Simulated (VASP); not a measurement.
# Tl (Fm-3m) in VASP: a series of runs, part 2 of 2

VASP 6.6.1. Earlier steps stand in the parts before.

## Step 5: Single point, PBE, non-collinear spin, zero start, spin-orbit coupling

This run uses another cell than the first one, of 31.26 Å³/atom, 0.893 times its volume.

File INCAR:

```
ALGO = Normal
EDIFF = 1E-7
ENCUT = 520
GGA = PE
GGA_COMPAT = False
ISIF = 2
ISMEAR = -1
LASPH = True
LCHARG = False
LORBIT = 11
LORBMOM = True
LREAL = False
LSORBIT = True
LWAVE = False
MAGMOM = 0 0 0
NBANDS = 24
NELM = 150
PREC = Accurate
SIGMA = 0.1
```

File KPOINTS:

```
k-points
0
Gamma
  11 11 11
```

File POSCAR:

```
Tl
1.0
    0.0000000000      2.5002470095      2.5002470095
    2.5002470095      0.0000000000      2.5002470095
    2.5002470095      2.5002470095      0.0000000000
Tl
1
Direct
    0.0000000000      0.0000000000      0.0000000000
```

Potentials or basis: VASP PAW PBE potentials, release 64 (Tl_d).

Launch:

```sh
$ cat potpaw_PBE.64/Tl_d/POTCAR > POTCAR
$ mpirun -np 1 vasp_ncl > vasp.out
```

OUTCAR:

```text
EDIFF = 1E-7
   ENCUT = 520
   GGA = PE
   ISIF = 2
   ISMEAR = -1
   LASPH = True
   LORBIT = 11
   LREAL = False
   LSORBIT = True
   NELM = 150
   PREC = Accurate

 ion  position               nearest neighbor table
   1  0.000  0.000  0.000-

  LATTYP: Found a face centered cubic cell.
 ALAT       =     5.0004940190

  Lattice vectors:

 A1 = (   0.0000000000,   2.5002470095,   2.5002470095)
 A2 = (   2.5002470095,   0.0000000000,   2.5002470095)
 A3 = (   2.5002470095,   2.5002470095,   0.0000000000)

Analysis of symmetry for initial positions (statically):
=====================================================================
 Subroutine PRICEL returns:
 Original cell was already a primitive cell.

 Routine SETGRP: Setting up the symmetry group for a
 face centered cubic supercell.

 Subroutine GETGRP returns: Found 48 space group operations
 (whereof 48 operations were pure point group operations)
 out of a pool of 48 trial point group operations.

The static configuration has the point symmetry O_h .

Analysis of symmetry for dynamics (positions and initial velocities):
=====================================================================
 Subroutine PRICEL returns:
 Original cell was already a primitive cell.

[... 853 lines left out ...]
  free  energy   TOTEN  =        -2.5137021275 eV

  energy  without entropy=       -2.4896396424  energy(sigma->0) =       -2.50167088

 orbital moment (x)

 # of ion     p       d       tot
 ----------------------------------------
  1        -0.000   0.000   0.000
 ----------------------------------------
           -0.000   0.000   0.000

 orbital moment (y)

 # of ion     p       d       tot
 ----------------------------------------
  1        -0.000  -0.000  -0.000
 ----------------------------------------
           -0.000  -0.000  -0.000

 orbital moment (z)

 # of ion     p       d       tot
 ----------------------------------------
  1         0.000  -0.000  -0.000
 ----------------------------------------
            0.000  -0.000  -0.000

 Spin-Orbit-Coupling matrix elements

 Ion:    1  E_soc:     -0.6244789
 l=   1
     0.0000000    -0.0552212    -0.0552212
    -0.0552212     0.0000000    -0.0552212
    -0.0552212    -0.0552212     0.0000000
 l=   2
     0.0000000    -0.0096271     0.0000000    -0.0096271    -0.0392315
    -0.0096271     0.0000000    -0.0294236    -0.0096271    -0.0098079
     0.0000000    -0.0294236     0.0000000    -0.0294236     0.0000000
    -0.0096271    -0.0096271    -0.0294236     0.0000000    -0.0098079
    -0.0392315    -0.0098079     0.0000000    -0.0098079     0.0000000
 l=   3
     0.0000000     0.0000000     0.0000000     0.0000000     0.0000000     0.0000000     0.0000000
     0.0000000     0.0000000     0.0000000     0.0000000     0.0000000     0.0000000     0.0000000
     0.0000000     0.0000000     0.0000000     0.0000000     0.0000000     0.0000000     0.0000000
     0.0000000     0.0000000     0.0000000     0.0000000     0.0000000     0.0000000     0.0000000
     0.0000000     0.0000000     0.0000000     0.0000000     0.0000000     0.0000000     0.0000000
     0.0000000     0.0000000     0.0000000     0.0000000     0.0000000     0.0000000     0.0000000
     0.0000000     0.0000000     0.0000000     0.0000000     0.0000000     0.0000000     0.0000000

 total charge

# of ion       s       p       d       tot
------------------------------------------
    1        1.180   0.371   9.638  11.189

 magnetization (x)

# of ion       s       p       d       tot
------------------------------------------
    1       -0.000   0.000  -0.000  -0.000

 magnetization (y)

# of ion       s       p       d       tot
------------------------------------------
    1       -0.000   0.000   0.000  -0.000

 magnetization (z)

# of ion       s       p       d       tot
------------------------------------------
    1       -0.000   0.000   0.000  -0.000
```

OSZICAR:

```text
N       E                     dE             d eps       ncg     rms          rms(c)
DAV:   1     0.673342629935E+02    0.67334E+02   -0.67453E+03  2744   0.995E+02
DAV:   2    -0.118692062272E+01   -0.68521E+02   -0.66626E+02  3072   0.250E+02
DAV:   3    -0.252627429406E+01   -0.13394E+01   -0.13364E+01  3336   0.313E+01
DAV:   4    -0.253439056451E+01   -0.81163E-02   -0.81157E-02  3240   0.265E+00
DAV:   5    -0.253451491760E+01   -0.12435E-03   -0.12435E-03  3368   0.329E-01    0.225E+00
DAV:   6    -0.251687710816E+01    0.17638E-01   -0.25439E-02  3200   0.156E+00    0.155E+00
DAV:   7    -0.251385428234E+01    0.30228E-02   -0.83909E-03  3264   0.891E-01    0.735E-01
DAV:   8    -0.251374293940E+01    0.11134E-03   -0.16062E-04  3304   0.111E-01    0.306E-01
DAV:   9    -0.251369742886E+01    0.45511E-04   -0.17386E-04  3176   0.130E-01    0.146E-02
DAV:  10    -0.251370131782E+01   -0.38890E-05   -0.47495E-06  3272   0.219E-02    0.659E-03
DAV:  11    -0.251370213492E+01   -0.81711E-06   -0.54089E-07  3248   0.658E-03    0.102E-03
DAV:  12    -0.251370212745E+01    0.74699E-08   -0.10184E-08  2144   0.785E-04
   1 F= -.25137021E+01 E0= -.25016709E+01  d E =-.240625E-01  mag=     0.0000    -0.0000    -0.0000
```

stdout:

```text
POSCAR found type information on POSCAR Tl
 POSCAR found :  1 types and       1 ions
 scaLAPACK will be used
 LDA part: xc-table for (Slater+PW92), standard interpolation
 POSCAR, INCAR and KPOINTS ok, starting setup
 FFT: planning ... GRIDC
 FFT: planning ... GRID_SOFT
 FFT: planning ... GRID
 WAVECAR not read
 entering main loop
```

Wall time 1.8 min (1 thread of Intel Xeon Platinum 8259CL at 2.50GHz (Skylake/Cascade Lake), shared host); peak memory 0.27 GiB.

What came out:

| Quantity | Value |
| --- | --- |
| Free energy | -2.5137 eV |
| Pressure | -0.4 GPa |
| Net moment | 0.00 μB per cell |
| Valence electrons inside the program's atomic spheres | Tl 11.19 |

Moments on the atoms (μB; x, y, z):
```
Tl  0.00 0.00 0.00
```

## Step 6: The runs side by side

| task | spin | cell | k mesh | cutoff (eV) | gap on the mesh (eV) | pressure (GPa) |
| --- | --- | --- | --- | --- | --- | --- |
| single point | off | a = 3.672 Å, angles 60.0°, 1 atom | 12 × 12 × 12 | 520 | none | -2.3 |
| relaxation of cell and atoms | off | relaxed from a = 3.410 Å, angles 60.0°, 1 atom | 11 × 11 × 11 | 600 | none | 0.0 |
| single point | off | a = 3.536 Å, angles 60.0°, 1 atom | 18 × 18 × 18 | 520 | none | -0.1 |
| single point | non-collinear, zero start, SOC | a = 3.536 Å, angles 60.0°, 1 atom | 11 × 11 × 11 | 520 | - | -0.4 |

Alike in all rows: level PBE; potentials or basis VASP PAW PBE potentials, release 64 (Tl_d); smearing fermi-dirac 0.1 eV.

Caveats: spin-orbit coupling is left out, which moves the levels of the heavy elements (some runs).

Absolute energies hang on the potentials; compare differences alone.
